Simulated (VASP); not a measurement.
The system is MgO.

```
Mg O
1.0
     0.00000    2.12460    2.12460
     2.12460    0.00000    2.12460
     2.12460    2.12460    0.00000
Mg O
1 1
Cartesian
  0.0000 0.0000 0.0000
  2.1246 2.1246 2.1246
```

Base run:

- Program: VASP 6.6.1
- Functional: r2SCAN
- Potentials or basis: VASP PAW PBE potentials, release 64 (Mg, O)
- Cutoff: 520 eV
- k mesh: 11 × 11 × 11
- Occupations: fermi-dirac, width 0.05 eV
- Spin: no spin polarisation

Its results: band gap on the k mesh 5.34 eV, direct; pressure -6.1 GPa.

Task: After a change of settings the same cell gave: band gap on the k mesh 5.40 eV, direct; pressure -5.1 GPa. Which change was it?
A. functional from r2SCAN to PBE; further incar settings from ALGO = Normal; EDIFF = 1e-07; NBANDS = 11 to ALGO = Normal; EDIFF = 1e-06; NBANDS = 11
B. functional from r2SCAN to PBEsol; further incar settings from ALGO = Normal; EDIFF = 1e-07; NBANDS = 11 to ALGO = Normal; EDIFF = 1e-06; NBANDS = 11
C. potentials or basis from VASP PAW PBE potentials, release 64 (Mg, O) to VASP PAW PBE potentials, release 64 (Mg_sv, O); cutoff from 520 eV to 660 eV; further incar settings from ALGO = Normal; EDIFF = 1e-07; NBANDS = 11 to ALGO = Normal; EDIFF = 1e-06; NBANDS = 15; valence electrons from 8 to 16

Result: C.

Caveats: the PAW data sets were made with another functional, which shifts forces and pressure a little.
